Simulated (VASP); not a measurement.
# FeS2 (Pnnm) in VASP: notebook, part 2 of 2

VASP 6.6.1. Earlier steps stand in the parts before.

### Step 4. Single point, PBEsol

This run uses another cell than the first one, of 12.59 Å³/atom.

Contents of INCAR:

```
PREC = Accurate
ENCUT = 600
EDIFF = 1E-6
ISMEAR = 0
SIGMA = 0.02
LREAL = F
LASPH = T
NELM = 120
ALGO = Normal
ISIF = 2
LWAVE = F
LCHARG = F
GGA = PS
NBANDS = 29
GGA_COMPAT = F
```

Contents of KPOINTS:

```
regular mesh
0
Gamma
  6 6 8
```

Contents of POSCAR:

```
FeS2
1.0
    4.3674117449      0.0000000000      0.0000000000
    0.0000000000      5.3331402397      0.0000000000
    0.0000000000      0.0000000000      3.2440876457
Fe S
2 4
Direct
    0.5000000000      0.5000000000      0.5000000000
    0.0000000000      0.0000000000      0.0000000000
    0.2962210656      0.8740793136      0.5000000000
    0.7037789344      0.1259206864      0.5000000000
    0.2037789344      0.3740793136      0.0000000000
    0.7962210656      0.6259206864      0.0000000000
```

Potentials or basis: VASP PAW PBE potentials, release 64 (Fe, S).

On the command line:

```
cat potpaw_PBE.64/Fe/POTCAR potpaw_PBE.64/S/POTCAR > POTCAR
mpirun -np 1 vasp_std > vasp.out
```

OUTCAR:

```text
PREC = Accurate
   ENCUT = 600
   EDIFF = 1E-6
   ISMEAR = 0
   LREAL = F
   LASPH = T
   NELM = 120
   ISIF = 2
   GGA = PS

 ion  position               nearest neighbor table
   1  0.500  0.500  0.500-   5 2.18   6 2.18   5 2.18   6 2.18   3 2.18   4 2.18
   2  0.000  0.000  0.000-   3 2.18   4 2.18   3 2.18   4 2.18   5 2.18   6 2.18
   3  0.296  0.874  0.500-   2 2.18   2 2.18   1 2.18   4 2.23
   4  0.704  0.126  0.500-   2 2.18   2 2.18   1 2.18   3 2.23
   5  0.204  0.374  0.000-   1 2.18   1 2.18   2 2.18   6 2.23
   6  0.796  0.626  0.000-   1 2.18   1 2.18   2 2.18   5 2.23

  LATTYP: Found a simple orthorhombic cell.
 ALAT       =     3.2440876457
 B/A-ratio  =     1.3462681104
 C/A-ratio  =     1.6439568909

  Lattice vectors:

 A1 = (   0.0000000000,   0.0000000000,   3.2440876457)
 A2 = (   4.3674117449,   0.0000000000,   0.0000000000)
 A3 = (   0.0000000000,   5.3331402397,   0.0000000000)

Analysis of symmetry for initial positions (statically):
=====================================================================
 Subroutine PRICEL returns:
[... 185 lines left out ...]
 cond. band min:       9.6493051758   @ k =   0.0000   0.5000   0.5000
 fundamental gap:      0.8909460268
 Fermi energy:         8.9033086345

 k-point     1 :       0.0000    0.0000    0.0000
  band No.  band energies     occupation
      1      -8.6508      2.00000
      2      -5.9698      2.00000
      3      -4.2028      2.00000
      4      -3.2812      2.00000
      5       0.4902      2.00000
      6       2.0987      2.00000
[... 757 lines left out ...]
     28      15.1215      0.00000
     29      16.5962      0.00000

 [... further k-points ...]

------------------------ aborting loop because EDIFF is reached ----------------------------------------

  FORCE on cell =-STRESS in cart. coord.  units (eV):
  Direction    XX          YY          ZZ          XY          YZ          ZX
  --------------------------------------------------------------------------------------
  -------------------------------------------------------------------------------------
  Total        2.2943376      1.1390167      5.5070368     -0.0000000      0.0000000      0.0000000
  in kB       48.6483584     24.1513236    116.7693436     -0.0000000      0.0000000      0.0000000
  external PRESSURE =      63.1896752 kB  Pullay stress =       0.0000000 kB

 VOLUME and BASIS-vectors are now :
 -----------------------------------------------------------------------------
  energy-cutoff  :      600.00
  volume of cell :       75.56
      direct lattice vectors                 reciprocal lattice vectors
     4.367411745  0.000000000  0.000000000     0.228968565  0.000000000  0.000000000
     0.000000000  5.333140240  0.000000000     0.000000000  0.187506789  0.000000000
     0.000000000  0.000000000  3.244087646     0.000000000  0.000000000  0.308253077

 POSITION                                       TOTAL-FORCE (eV/Angst)
 -----------------------------------------------------------------------------------
      2.18371      2.66657      1.62204         0.000000      0.000000      0.000000
      0.00000      0.00000      0.00000         0.000000      0.000000      0.000000
      1.29372      4.66159      1.62204         0.053394      0.025205      0.000000
      3.07369      0.67155      1.62204        -0.053394     -0.025205     -0.000000
      0.88999      1.99502      0.00000        -0.053394      0.025205     -0.000000
      3.47743      3.33812      0.00000         0.053394     -0.025205      0.000000
 -----------------------------------------------------------------------------------
    total drift:                                0.000000      0.000000      0.000000

  FREE ENERGIE OF THE ION-ELECTRON SYSTEM (eV)
  ---------------------------------------------------
  free  energy   TOTEN  =       -39.4794028190 eV

  energy  without entropy=      -39.4794028190  energy(sigma->0) =      -39.47940282
```

OSZICAR:

```text
N       E                     dE             d eps       ncg     rms          rms(c)
DAV:   1     0.363297810817E+03    0.36330E+03   -0.19590E+04  4656   0.163E+03
DAV:   2     0.187047015369E+01   -0.36143E+03   -0.34404E+03  4680   0.368E+02
DAV:   3    -0.405274485061E+02   -0.42398E+02   -0.40018E+02  5838   0.135E+02
DAV:   4    -0.428177130923E+02   -0.22903E+01   -0.22658E+01  6087   0.316E+01
DAV:   5    -0.428895974333E+02   -0.71884E-01   -0.71856E-01  6188   0.550E+00    0.298E+01
DAV:   6    -0.499699998711E+02   -0.70804E+01   -0.55518E+01  6625   0.116E+02    0.309E+01
DAV:   7    -0.393806671941E+02    0.10589E+02   -0.34733E+01  5725   0.122E+02    0.104E+01
DAV:   8    -0.396075572301E+02   -0.22689E+00   -0.54035E+00  5417   0.115E+01    0.462E+00
DAV:   9    -0.394833564499E+02    0.12420E+00   -0.41700E-01  6652   0.895E+00    0.148E+00
DAV:  10    -0.394802737823E+02    0.30827E-02   -0.61621E-02  5941   0.140E+00    0.513E-01
DAV:  11    -0.394798147692E+02    0.45901E-03   -0.60903E-03  6012   0.102E+00    0.240E-01
DAV:  12    -0.394794760839E+02    0.33869E-03   -0.57428E-04  7201   0.339E-01    0.125E-01
DAV:  13    -0.394794069316E+02    0.69152E-04   -0.18804E-04  7121   0.839E-02    0.542E-02
DAV:  14    -0.394794039846E+02    0.29470E-05   -0.12280E-05  7152   0.298E-02    0.162E-02
DAV:  15    -0.394794025778E+02    0.14069E-05   -0.32719E-06  4491   0.294E-02    0.289E-03
DAV:  16    -0.394794028190E+02   -0.24119E-06   -0.57009E-07  3195   0.598E-03
   1 F= -.39479403E+02 E0= -.39479403E+02  d E =-.120890E-26
```

It took 2.5 min on 1 thread of AMD EPYC 9R45 (Zen 5), shared host; peak memory 0.29 GiB.

Results:

- Free energy: -39.4794 eV
- Pressure: 6.3 GPa
- Largest force: 0.059 eV/Å
- Band gap on the k mesh: 0.89 eV (least direct gap 1.25 eV)

Forces on the atoms (eV/Å):
```
Fe   0.000  0.000  0.000
Fe   0.000  0.000  0.000
S    0.053  0.025  0.000
S   -0.053 -0.025  0.000
S   -0.053  0.025  0.000
S    0.053 -0.025  0.000
```

Caveat: the stress differs along the axes, from 2 to 12 GPa; the PAW data sets were made with another functional, which shifts forces and pressure a little.

### Step 5. Single point, PBEsol (strain along c alone, the other axes held: -2.0 %, then relaxed in part)

Contents of INCAR:

```
SYSTEM = FeS2
  ALGO = Normal
  EDIFF = 1E-6
  ENCUT = 600
  GGA = PS
  GGA_COMPAT = .False.
  ISIF = 2
  ISMEAR = 0
  LASPH = .True.
  LCHARG = .True.
  LELF = .True.
  LREAL = .False.
  LVHAR = .True.
  LWAVE = .False.
  NBANDS = 29
  NELM = 120
  PREC = Accurate
  SIGMA = 0.02
```

Contents of KPOINTS:

```
k-points
0
Gamma
  6 6 8
  0 0 0
```

Contents of POSCAR:

```
FeS2
1.0
    4.3674117449      0.0000000000      0.0000000000
    0.0000000000      5.3331402397      0.0000000000
    0.0000000000      0.0000000000      3.2775318483
Fe S
2 4
Direct
    0.5000000000      0.5000000000      0.5000000000
    0.0000000000      0.0000000000      0.0000000000
    0.2950309132      0.8742100904      0.5000000000
    0.7049690868      0.1257899096      0.5000000000
    0.2049690868      0.3742100904      0.0000000000
    0.7950309132      0.6257899096      0.0000000000
```

Potentials or basis: VASP PAW PBE potentials, release 64 (Fe, S).

On the command line:

```
cat potpaw_PBE.64/Fe/POTCAR potpaw_PBE.64/S/POTCAR > POTCAR
mpirun -np 1 vasp_std > vasp.out
```

OUTCAR:

```text
SYSTEM = FeS2
   EDIFF = 1E-6
   ENCUT = 600
   GGA = PS
   ISIF = 2
   ISMEAR = 0
   LASPH = .True.
   LREAL = .False.
   NELM = 120
   PREC = Accurate

 ion  position               nearest neighbor table
   1  0.500  0.500  0.500-   3 2.19   4 2.19   5 2.19   6 2.19   5 2.19   6 2.19
   2  0.000  0.000  0.000-   5 2.19   6 2.19   3 2.19   4 2.19   3 2.19   4 2.19
   3  0.295  0.874  0.500-   1 2.19   2 2.19   2 2.19   4 2.24
   4  0.705  0.126  0.500-   1 2.19   2 2.19   2 2.19   3 2.24
   5  0.205  0.374  0.000-   2 2.19   1 2.19   1 2.19   6 2.24
   6  0.795  0.626  0.000-   2 2.19   1 2.19   1 2.19   5 2.24

  LATTYP: Found a simple orthorhombic cell.
 ALAT       =     3.2775318483
 B/A-ratio  =     1.3325306807
 C/A-ratio  =     1.6271818205

  Lattice vectors:

 A1 = (   0.0000000000,   0.0000000000,   3.2775318483)
 A2 = (   4.3674117449,   0.0000000000,   0.0000000000)
 A3 = (   0.0000000000,   5.3331402397,   0.0000000000)

Analysis of symmetry for initial positions (statically):
=====================================================================
 Subroutine PRICEL returns:
 Original cell was already a primitive cell.

 Routine SETGRP: Setting up the symmetry group for a
 simple orthorhombic supercell.

 Subroutine GETGRP returns: Found  8 space group operations
 (whereof  4 operations were pure point group operations)
 out of a pool of  8 trial point group operations.

The static configuration has the point symmetry C_2h.
 The point group associated with its full space group is D_2h.

Analysis of symmetry for dynamics (positions and initial velocities):
=====================================================================
 Subroutine PRICEL returns:
 Original cell was already a primitive cell.

 Routine SETGRP: Setting up the symmetry group for a
 simple orthorhombic supercell.

 Subroutine GETGRP returns: Found  8 space group operations
 (whereof  4 operations were pure point group operations)
 out of a pool of  8 trial point group operations.

The dynamic configuration has the point symmetry C_2h.
 The point group associated with its full space group is D_2h.

 Subroutine INISYM returns: Found  8 space group operations
 (whereof  4 operations are pure point group operations),
 and found     1 'primitive' translations

----------------------------------------------------------------------------------------

                                     Primitive cell

  volume of cell :      76.3403

  direct lattice vectors                    reciprocal lattice vectors
     4.367411745  0.000000000  0.000000000     0.228968565  0.000000000  0.000000000
     0.000000000  5.333140240  0.000000000     0.000000000  0.187506789  0.000000000
     0.000000000  0.000000000  3.277531848     0.000000000  0.000000000  0.305107638

  length of vectors
     4.367411745  5.333140240  3.277531848     0.228968565  0.187506789  0.305107638

  position of ions in fractional coordinates (direct lattice)
     0.500000000  0.500000000  0.500000000
     0.000000000  0.000000000  0.000000000
     0.295030913  0.874210090  0.500000000
     0.704969087  0.125789910  0.500000000
     0.204969087  0.374210090  0.000000000
     0.795030913  0.625789910  0.000000000

[... 25 lines left out ...]
     0.038161428  0.031251131  0.038138455

  Shift w.r.t. Gamma in fractional coordinates (k-lattice)
     0.000000000  0.000000000  0.000000000

 Subroutine IBZKPT returns following result:
 ===========================================

 Found     80 irreducible k-points:

 Following reciprocal coordinates:
            Coordinates               Weight
  0.000000  0.000000  0.000000      1.000000
  0.166667  0.000000  0.000000      2.000000
  0.333333  0.000000  0.000000      2.000000
  0.500000  0.000000  0.000000      1.000000
  0.000000  0.166667  0.000000      2.000000
  0.166667  0.166667  0.000000      4.000000
[... 16 lines left out ...]
  0.333333  0.166667  0.125000      8.000000
  0.500000  0.166667  0.125000      4.000000
 [... further k-points ...]
   k-points           NKPTS =     80   k-points in BZ     NKDIM =     80   number of bands    NBANDS=     29
   number of dos      NEDOS =    301   number of ions     NIONS =      6
   total plane-waves  NPLWV =  48384
   dimension x,y,z NGX =    36 NGY =   48 NGZ =   28
   dimension x,y,z NGXF=    72 NGYF=   96 NGZF=   56
   ions per type =               2   4
   NGX,Y,Z   is equivalent  to a cutoff of  13.70, 14.96, 14.20 a.u.
   NGXF,Y,Z  is equivalent  to a cutoff of  27.41, 29.93, 28.40 a.u.
 SYSTEM =  FeS2
   PREC   = accura    normal or accurate (medium, high low for compatibility)
   ISTART =      0    job   : 0-new  1-cont  2-samecut
   ICHARG =      2    charge: 1-file 2-atom 10-const
   ISPIN  =      1    spin polarized calculation?
   LNONCOLLINEAR =      F non collinear calculations
   LSORBIT =      F    spin-orbit coupling
   LASPH  =      T    aspherical Exc in radial PAW
   ENCUT  =  600.0 eV  44.10 Ry    6.64 a.u.   8.72 10.65  6.55*2*pi/ulx,y,z
   NELM   =    120;   NELMIN=  2; NELMDL= -5     # of ELM steps
   EDIFF  = 0.1E-05   stopping-criterion for ELM
   LREAL  =      F    real-space projection
[... 7 lines left out ...]
   TEBEG  =    0.0;   TEEND  =   0.0 temperature during run
   PSTRESS=    0.0 pullay stress
   NELECT =      40.0000    total number of electrons
   NUPDOWN=      -1.0000    fix difference up-down
   EMIN   =  10.00;   EMAX   =-10.00  energy-range for DOS
   EFERMI =   0.00;   METHOD = LEGACY
   ISMEAR =     0;   SIGMA  =   0.02  broadening in eV -4-tet -1-fermi 0-gaus
   EFERMI_NEDOS =   21; number of points for ismear=-14 and -15
   IALGO  =     38    algorithm
   IMIX   =      4    mixing-type and parameters
     AMIX     =   0.40;   BMIX     =  1.00
     AMIX_MAG =   1.60;   BMIX_MAG =  1.00
  volume/ion in A,a.u.               =      12.72        85.86
  Fermi-wavevector in a.u.,A,eV,Ry     =   1.319806  2.494072 23.699828  1.741888
  Thomas-Fermi vector in A             =   2.449678
   LORBIT       =      0    0 simple, 1 ext, 2 COOP (PROOUT), +10 PAW based schemes
   GGA     = PS    functional components
   LHFCALC =     F    Hartree Fock is set to
   AEXX    =    0.0000 exact exchange contribution
   IVDW    =     0    specifies the selected vdW correction
   LEPSILON=     F    determine dielectric tensor
   LRPA    =     F    only Hartree local field effects (RPA)
 non-spin polarized calculation
 Gauss-broadening in eV      SIGMA  =   0.02
  energy-cutoff  :      600.00
  volume of cell :       76.34
 maximum number of plane-waves:      2578
 NGX is ok and might be reduce to    36
   NGX = 17   NGY = 21   NGZ = 13

 number of electron      40.0000004 magnetization

 Free energy of the ion-electron system (eV)
  ---------------------------------------------------
  ext. energy  EPLUGINS =         0.00000000
  ---------------------------------------------------
  free energy    TOTEN  =       -39.52587931 eV

  energy without entropy =      -39.52587931  energy(sigma->0) =      -39.52587931

 E-fermi :   8.7095     XC(G=0): -12.2093

 val. band max:        8.5581491961   @ k =   0.3333   0.0000   0.0000
 cond. band min:       9.4808582016   @ k =   0.0000   0.5000   0.5000
 fundamental gap:      0.9227090054
 Fermi energy:         8.7094504771

 k-point     1 :       0.0000    0.0000    0.0000
  band No.  band energies     occupation
      1      -8.7076      2.00000
      2      -6.0503      2.00000
      3      -4.2799      2.00000
      4      -3.3799      2.00000
      5       0.4153      2.00000
      6       2.0192      2.00000
[... 757 lines left out ...]
     28      14.8958      0.00000
     29      16.3956      0.00000

 [... further k-points ...]

------------------------ aborting loop because EDIFF is reached ----------------------------------------

  FORCE on cell =-STRESS in cart. coord.  units (eV):
  Direction    XX          YY          ZZ          XY          YZ          ZX
  --------------------------------------------------------------------------------------
  -------------------------------------------------------------------------------------
  Total        1.5600303      0.8401290      3.7280156      0.0000000      0.0000000      0.0000000
  in kB       32.7408197     17.6320369     78.2409724      0.0000000      0.0000000      0.0000000
  external PRESSURE =      42.8712764 kB  Pullay stress =       0.0000000 kB

 VOLUME and BASIS-vectors are now :
 -----------------------------------------------------------------------------
  energy-cutoff  :      600.00
  volume of cell :       76.34
      direct lattice vectors                 reciprocal lattice vectors
     4.367411745  0.000000000  0.000000000     0.228968565  0.000000000  0.000000000
     0.000000000  5.333140240  0.000000000     0.000000000  0.187506789  0.000000000
     0.000000000  0.000000000  3.277531848     0.000000000  0.000000000  0.305107638

 POSITION                                       TOTAL-FORCE (eV/Angst)
 -----------------------------------------------------------------------------------
      2.18371      2.66657      1.63877         0.000000     -0.000000      0.000000
      0.00000      0.00000      0.00000         0.000000     -0.000000      0.000000
      1.28852      4.66229      1.63877         0.051032      0.025397      0.000000
      3.07889      0.67086      1.63877        -0.051032     -0.025397      0.000000
      0.89518      1.99571      0.00000        -0.051032      0.025397      0.000000
      3.47223      3.33743      0.00000         0.051032     -0.025397     -0.000000
 -----------------------------------------------------------------------------------
    total drift:                                0.000000      0.000000      0.000000

  FREE ENERGIE OF THE ION-ELECTRON SYSTEM (eV)
  ---------------------------------------------------
  free  energy   TOTEN  =       -39.5258793134 eV

  energy  without entropy=      -39.5258793134  energy(sigma->0) =      -39.52587931
```

It took 2.3 min on 1 thread of AMD EPYC 9R45 (Zen 5), shared host; peak memory 0.29 GiB.

What came out:

```yaml
Free_energy: -39.5259 eV
Pressure: 4.3 GPa
Largest_force: 0.057 eV/Å
Band_gap_on_the_k_mesh: 0.92 eV (least direct gap 1.26 eV)
```

Forces on the atoms (eV/Å):
```
Fe   0.000  0.000  0.000
Fe   0.000  0.000  0.000
S    0.051  0.025  0.000
S   -0.051 -0.025  0.000
S   -0.051  0.025  0.000
S    0.051 -0.025  0.000
```

Caveat: the cell differs from its parent crystal (strain along c alone, the other axes held: -2.0 %, then relaxed in part); the stress differs along the axes, from 2 to 8 GPa; the PAW data sets were made with another functional, which shifts forces and pressure a little. Spin polarisation is off, so any magnetic state and its effect on volume and gap are missing.

### Step 6. The runs side by side

```csv
task,cell,cutoff (eV),gap on the mesh (eV),pressure (GPa),largest force (eV/Å)
relaxation of the atoms,"atoms relaxed from a = 4.367, b = 5.333, c = 3.311 Å, 6 atoms, atomic positions A",520,0.93,2.3,0.01
single point,"a = 4.367, b = 5.333, c = 3.244 Å, 6 atoms, atomic positions B",600,0.89,6.3,0.06
single point,"a = 4.367, b = 5.333, c = 3.278 Å, 6 atoms, atomic positions C",600,0.92,4.3,0.06
```

Alike in all rows: level PBEsol; potentials or basis VASP PAW PBE potentials, release 64 (Fe, S); no spin polarisation; k mesh 6 × 6 × 8; smearing gaussian 0.02 eV.

Caveats: the PAW data sets were made with another functional, which shifts forces and pressure a little; the stress differs along the axes, from 2 to 12 GPa (at least some runs); the stress differs along the axes, from 2 to 8 GPa (at least some runs).

Absolute energies hang on the potentials; compare differences alone.
